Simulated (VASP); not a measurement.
# CdS (Hawleyite) (I-4m2) in VASP: a series of runs, part 2 of 2

VASP 6.6.1. The steps go on from the part before.

**3. Single point, LDA (in-plane strain -0.005, then relaxed in part)**

File INCAR:

```
PREC = Accurate
ENCUT = 520
EDIFF = 1E-6
ISMEAR = 0
SIGMA = 0.01
LREAL = False
LASPH = True
NELM = 80
ALGO = Normal
ISIF = 2
LWAVE = False
LCHARG = True
LELF = True
LVHAR = True
NBANDS = 16
```

File KPOINTS:

```
regular mesh
0
Gamma
  8 8 8
```

File POSCAR:

```
CdS
1.0
    2.8638710040      2.8638710040      0.0000000000
   -2.8638710040      2.8638710040      0.0000000000
    0.0000000000      2.8638710040      2.8998018451
Cd S
1 1
Direct
    0.0000000000      0.0000000000      0.0000000000
    0.7500000000      0.2500000000      0.5000000000
```

Potentials or basis: VASP PAW LDA potentials, release 64 (Cd, S).

Command:

```console
$ cat potpaw_LDA.64/Cd/POTCAR potpaw_LDA.64/S/POTCAR > POTCAR
$ mpirun -np 1 vasp_std > vasp.out
```

Run time: 24 s. Hardware: 1 thread of Intel Xeon Platinum 8559C (Emerald Rapids), shared host; peak memory 0.16 GiB.

It converged, with:

| Quantity | Value |
| --- | --- |
| Free energy | -7.4059 eV |
| Pressure | 0.7 GPa |
| Band gap on the k mesh | 0.97 eV, direct |

Stress tensor (GPa, compression positive):
```
0.82 0.00 0.00
0.00 0.82 0.00
0.00 0.00 0.57
```

Levels at points of the mesh, in eV from the valence-band top:
```
           k point  band 7  band 8  band 9  band 10  band 11  band 12
(0.00, 0.00, 0.00)   -0.04    0.00    0.00     0.97     6.33     6.34
(0.50, 0.00, 0.00)   -4.80   -0.87   -0.82     2.83     6.78     6.88
(0.50, 0.50, 0.00)   -4.23   -2.12   -2.10     3.21     4.16     9.17
(0.00, 0.00, 0.50)   -4.31   -2.05   -2.05     3.26     4.27     9.04
```

Caveat: the cell differs from its parent crystal (in-plane strain -0.005, then relaxed in part).

**4. Single point, LDA (in-plane strain -0.005)**

File INCAR:

```
SYSTEM = CdS
PREC     = Accurate       ! precision mode
ENCUT    = 520            ! plane-wave cutoff, eV
EDIFF    = 1E-6           ! SCF threshold, eV
ISMEAR   = 0              ! smearing method
SIGMA    = 0.01           ! smearing width, eV
LREAL    = .FALSE.        ! projectors in reciprocal space
LASPH    = .TRUE.         ! aspherical terms in the spheres
NELM     = 100            ! most SCF steps
ALGO     = Normal         ! electronic algorithm
ISIF     = 2              ! what is computed and relaxed
LWAVE    = .FALSE.        ! write WAVECAR
LCHARG   = .FALSE.        ! write CHGCAR
GGA      = CA             ! functional
NBANDS   = 16             ! bands
```

File KPOINTS:

```
Automatic mesh
0
G
  8 8 8
  0 0 0
```

Changes to POSCAR since step 3:

```diff
@@ -4,3 +4,3 @@
    -2.8638710040      2.8638710040      0.0000000000
-    0.0000000000      2.8638710040      2.8998018451
+    0.0000000000      2.8638710040      2.8868971025
 Cd S
```

Command:

```console
$ cat potpaw_LDA.64/Cd/POTCAR potpaw_LDA.64/S/POTCAR > POTCAR
$ mpirun -np 1 vasp_std > vasp.out
```

It took 24 s on 1 thread of Intel Xeon Platinum 8559C (Emerald Rapids), shared host; peak memory 0.17 GiB.

Results (log left out):

- Free energy: -7.4048 eV
- Pressure: 1.1 GPa
- Band gap on the k mesh: 0.98 eV, direct

Stress tensor (GPa, compression positive):
```
1.11 0.00 0.00
0.00 1.11 0.00
0.00 0.00 0.95
```

Levels at points of the mesh, in eV from the valence-band top:
| k point | band 6 | band 7 | band 8 | band 9 | band 10 | band 11 | band 12 | band 13 |
| --- | --- | --- | --- | --- | --- | --- | --- | --- |
| (0.00, 0.00, 0.00) | -7.42 | -0.03 | 0.00 | 0.00 | 0.98 | 6.34 | 6.34 | 6.34 |
| (0.50, 0.00, 0.00) | -7.00 | -4.82 | -0.87 | -0.83 | 2.84 | 6.80 | 6.87 | 7.35 |
| (0.50, 0.50, 0.00) | -6.92 | -4.26 | -2.12 | -2.11 | 3.21 | 4.18 | 9.18 | 10.76 |
| (0.00, 0.00, 0.50) | -6.94 | -4.31 | -2.08 | -2.08 | 3.24 | 4.25 | 9.10 | 10.83 |

Caveat: the cell differs from its parent crystal (in-plane strain -0.005).

**5. Single point, LDA (film at in-plane strain -0.005)**

File INCAR:

```
  PREC = Accurate
  ENCUT = 520
  EDIFF = 1E-6
  ISMEAR = 0
  SIGMA = 0.01
  LREAL = F
  LASPH = T
  NELM = 100
  ALGO = Normal
  ISIF = 2
  LWAVE = F
  LCHARG = F
  GGA = CA
  NBANDS = 16
```

File KPOINTS:

```
Automatic mesh
0
Gamma
  8 8 8
```

Changes to POSCAR since step 4:

```diff
@@ -4,3 +4,3 @@
    -2.8638710040      2.8638710040      0.0000000000
-    0.0000000000      2.8638710040      2.8868971025
+    0.0000000000      2.8638710040      2.8998018451
 Cd S
```

Potentials or basis: VASP PAW LDA potentials, release 64 (Cd, S).

Command:

```console
$ cat potpaw_LDA.64/Cd/POTCAR potpaw_LDA.64/S/POTCAR > POTCAR
$ mpirun -np 1 vasp_std > vasp.out
```

OUTCAR:

```text
PREC = Accurate
   ENCUT = 520
   EDIFF = 1E-6
   ISMEAR = 0
   LREAL = F
   LASPH = T
   NELM = 100
   ISIF = 2
   GGA = CA

 ion  position               nearest neighbor table
   1  0.000  0.000  0.000-   2 2.49   2 2.49   2 2.49   2 2.49
   2  0.750  0.250  0.500-   1 2.49   1 2.49   1 2.49   1 2.49

  LATTYP: Found a body centered tetragonal cell.
 ALAT       =     4.0501252147
 C/A-ratio  =     1.4319566390

  Lattice vectors:

 A1 = (   2.8638710040,   0.0000000000,  -2.8998018451)
 A2 = (  -2.8638710040,   0.0000000000,  -2.8998018451)
[... 624 lines left out ...]
      3      -6.3188      2.00000
      4      -6.0566      2.00000
      5      -5.9136      2.00000
      6      -5.8315      2.00000
[... 8 lines left out ...]
     15      13.0877      0.00000
     16      13.7266      0.00000

 [... further k-points ...]
[... 5 lines left out ...]
  --------------------------------------------------------------------------------------
  -------------------------------------------------------------------------------------
  Total        0.2422830      0.2422830      0.1682149      0.0000000      0.0000000      0.0000000
  in kB        8.1607163      8.1607163      5.6659107      0.0000000      0.0000000      0.0000000
  external PRESSURE =       7.3291145 kB  Pullay stress =       0.0000000 kB

 VOLUME and BASIS-vectors are now :
 -----------------------------------------------------------------------------
  energy-cutoff  :      520.00
  volume of cell :       47.57
      direct lattice vectors                 reciprocal lattice vectors
     2.863871004  2.863871004  0.000000000     0.174588869  0.174588869 -0.172425575
    -2.863871004  2.863871004  0.000000000    -0.174588869  0.174588869 -0.172425575
     0.000000000  2.863871004  2.899801845     0.000000000  0.000000000  0.344851150

 POSITION                                       TOTAL-FORCE (eV/Angst)
 -----------------------------------------------------------------------------------
      0.00000      0.00000      0.00000        -0.000000      0.000000      0.000000
      1.43194      4.29581      1.44990         0.000000     -0.000000      0.000000
 -----------------------------------------------------------------------------------
    total drift:                                0.000000      0.000000     -0.000000

  FREE ENERGIE OF THE ION-ELECTRON SYSTEM (eV)
  ---------------------------------------------------
  free  energy   TOTEN  =        -7.4058860962 eV

  energy  without entropy=       -7.4058860962  energy(sigma->0) =       -7.40588610
```

stdout:

```text
POSCAR found type information on POSCAR CdS
 POSCAR found :  2 types and       2 ions
 scaLAPACK will be used
 LDA part: xc-table for (Slater(with rela. corr.)+CA(PZ))
 , standard interpolation
 POSCAR, INCAR and KPOINTS ok, starting setup
 FFT: planning ... GRIDC
 FFT: planning ... GRID_SOFT
 FFT: planning ... GRID
 WAVECAR not read
 entering main loop
```

Wall time 25 s (1 thread of Intel Xeon Platinum 8559C (Emerald Rapids), shared host); peak memory 0.17 GiB.

Results:

- Free energy: -7.4059 eV
- Pressure: 0.7 GPa
- Band gap on the k mesh: 0.97 eV, direct

Levels at points of the mesh, in eV from the valence-band top:
```
           k point  band 6  band 7  band 8  band 9  band 10  band 11  band 12  band 13
(0.00, 0.00, 0.00)   -7.41   -0.04    0.00    0.00     0.97     6.33     6.34     6.34
(0.50, 0.00, 0.00)   -6.99   -4.80   -0.87   -0.82     2.83     6.78     6.88     7.34
(0.50, 0.50, 0.00)   -6.92   -4.23   -2.12   -2.10     3.21     4.16     9.17    10.70
(0.00, 0.00, 0.50)   -6.95   -4.31   -2.05   -2.05     3.26     4.27     9.04    10.81
```

Caveat: the cell differs from its parent crystal (film at in-plane strain -0.005).

**6. Summary**

```tsv
cell	gap on the mesh (eV)	pressure (GPa)
a = 4.030, b = 4.030, c = 4.081 Å, angles 60.4, 60.4, 90.0°, 2 atoms	0.96	0.9
a = 4.050, b = 4.050, c = 4.076 Å, angles 60.2, 60.2, 90.0°, 2 atoms	0.97	0.7
a = 4.050, b = 4.050, c = 4.066 Å, angles 60.1, 60.1, 90.0°, 2 atoms	0.98	1.1
```

Alike in all rows: task single point; level LDA; potentials or basis VASP PAW LDA potentials, release 64 (Cd, S); no spin polarisation; k mesh 8 × 8 × 8; cutoff (eV) 520; smearing gaussian 0.01 eV.

Absolute energies hang on the potentials; compare differences alone.
